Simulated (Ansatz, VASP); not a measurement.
Cs2ScRuC6N6 in VASP and in Ansatz

```xyz
16
Lattice="0.0000 5.4138 5.4138 5.4138 0.0000 5.4138 5.4138 5.4138 0.0000" Properties=species:S:1:pos:R:3 pbc="T T T"
Cs    2.7069    2.7069    2.7069
Cs    8.1208    8.1208    8.1208
Sc    5.4138    5.4138    5.4138
Ru    5.4138    0.0000    5.4138
C     2.0143    5.4138    5.4138
C     5.4138    2.0143    5.4138
C     5.4138    5.4138    2.0143
C     8.8134    5.4138    5.4138
C     5.4138    8.8134    5.4138
C     5.4138    5.4138    8.8134
N     3.1971    5.4138    5.4138
N     5.4138    3.1971    5.4138
N     5.4138    5.4138    3.1971
N     7.6306    5.4138    5.4138
N     5.4138    7.6306    5.4138
N     5.4138    5.4138    7.6306
```

Alike in both runs: task single point; functional PBE; k mesh 4 × 4 × 4; occupations gaussian, width 0.2 eV; no spin polarisation.

|  | VASP | Ansatz |
| --- | --- | --- |
| version | VASP 6.6.1 | Ansatz 0.2.0 |
| potentials or method | VASP PAW PBE potentials, release 64 (Cs_sv, Sc_sv, Ru_pv, C, N), cutoff 520 eV | scalar-relativistic, plane waves, PAW |
| valence electrons in the cell | 97 | 99 |

VASP gave:

* gap on the k mesh at the Fermi level (eV): none
* pressure (GPa): 0.4
* rms of the force components (eV/Å): 0.154

Problem. Estimate Ansatz's values.

Solution. gap on the k mesh at the Fermi level (eV): none; pressure (GPa): 0.0; rms of the force components (eV/Å): 0.012.

Atom by atom the forces differ by 0.166 eV/Å (rms over components). A gap of «none» marks a metal or a gap that the smearing closes. One of these differences is far larger than is usual between the two programs; its cause wasn't traced. The functional is the same, so the differences come from potentials, cutoffs and numerics. VASP's potentials hold 97 valence electrons a cell and Ansatz's 99, so a difference there can come from the potentials and not from the codes.

Spin-orbit coupling is off throughout. Noted on VASP's run: the standard files for N, O and F lose accuracy on very short bonds.
